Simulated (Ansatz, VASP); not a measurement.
**MoS2 in VASP and in Ansatz**

The input INCAR:

```
SYSTEM = MoS2
PREC     = Accurate       ! precision mode
ENCUT    = 520            ! plane-wave cutoff, eV
EDIFF    = 1E-7           ! SCF threshold, eV
ISMEAR   = 0              ! smearing method
SIGMA    = 0.05           ! smearing width, eV
LREAL    = .False.        ! projectors in reciprocal space
LASPH    = .True.         ! aspherical terms in the spheres
NELM     = 60             ! most SCF steps
ALGO     = Normal         ! electronic algorithm
ISIF     = 2              ! what is computed and relaxed
LWAVE    = .False.        ! write WAVECAR
LCHARG   = .False.        ! write CHGCAR
GGA      = PE             ! functional
IVDW     = 12             ! dispersion correction
NBANDS   = 35             ! bands
```

The input KPOINTS:

```
Automatic mesh
0
Gamma
  12 12 4
  0 0 0
```

File POSCAR:

```
MoS2
1.0
    3.2438316594      0.0000000000      0.0000000000
   -1.6219158297      2.8092406226      0.0000000000
    0.0000000000      0.0000000000     11.9093925757
Mo S
2 4
Direct
    0.3333333333      0.6666666667      0.2500000000
    0.6666666667      0.3333333333      0.7500000000
    0.3333333333      0.6666666667      0.6204905688
    0.6666666667      0.3333333333      0.1204905688
    0.3333333333      0.6666666667      0.8795094312
    0.6666666667      0.3333333333      0.3795094312
```

Input for Ansatz:

```yaml
crystal:
  lattice:
    - [3.2438316594, 0.0, 0.0]
    - [-1.6219158297, 2.8092406226, 0.0]
    - [0.0, 0.0, 11.9093925757]
  atoms:
    - { symbol: Mo, position: [0.3333333333, 0.6666666667, 0.25] }
    - { symbol: Mo, position: [0.6666666667, 0.3333333333, 0.75] }
    - { symbol: S, position: [0.3333333333, 0.6666666667, 0.6204905688] }
    - { symbol: S, position: [0.6666666667, 0.3333333333, 0.1204905688] }
    - { symbol: S, position: [0.3333333333, 0.6666666667, 0.8795094312] }
    - { symbol: S, position: [0.6666666667, 0.3333333333, 0.3795094312] }
basis:
  ecutwfc: 420
kpoints:
  mp_grid: { grid: [12, 12, 4] }
hamiltonian:
  xc: pbe
  dispersion: d3bj
scf:
  occupations: { method: gaussian, width: 0.05 }
output:
  forces: true
  stress: true
  eigenvalues: true
  write_density: true
  write_potential: true
  elf: true
  volumetric_format: npy
```

Change from the starting cell: strain +0.030 along x and y, -0.015 along z, atoms carried along.

Alike in both runs: task single point; functional PBE; dispersion D3(BJ); k mesh 12 × 12 × 4; occupations gaussian, width 0.05 eV; no spin polarisation.

|  | VASP | Ansatz |
| --- | --- | --- |
| version | VASP 6.6.1 | Ansatz 0.2.0 |
| potentials or method | VASP PAW PBE potentials, release 64 (Mo_sv, S), cutoff 520 eV | scalar-relativistic, plane waves, PAW |
| valence electrons in the cell | 52 | 52 |

|  | VASP | Ansatz | Ansatz less VASP |
| --- | --- | --- | --- |
| gap on the k mesh at the Fermi level (eV) | 0.54 | 0.52 | -0.019 |
| least direct gap on the mesh (eV) | 1.41 | 1.40 | -0.003 |
| pressure (GPa) | -5.8 | -5.7 | +0.11 |
| traceless stress, the component that is largest in VASP (GPa) | 4.72 | 4.74 | +0.023 |
| rms of the force components (eV/Å) | 0.078 | 0.073 | -0.0055 |

Atom by atom the forces differ by 0.006 eV/Å (rms over components).
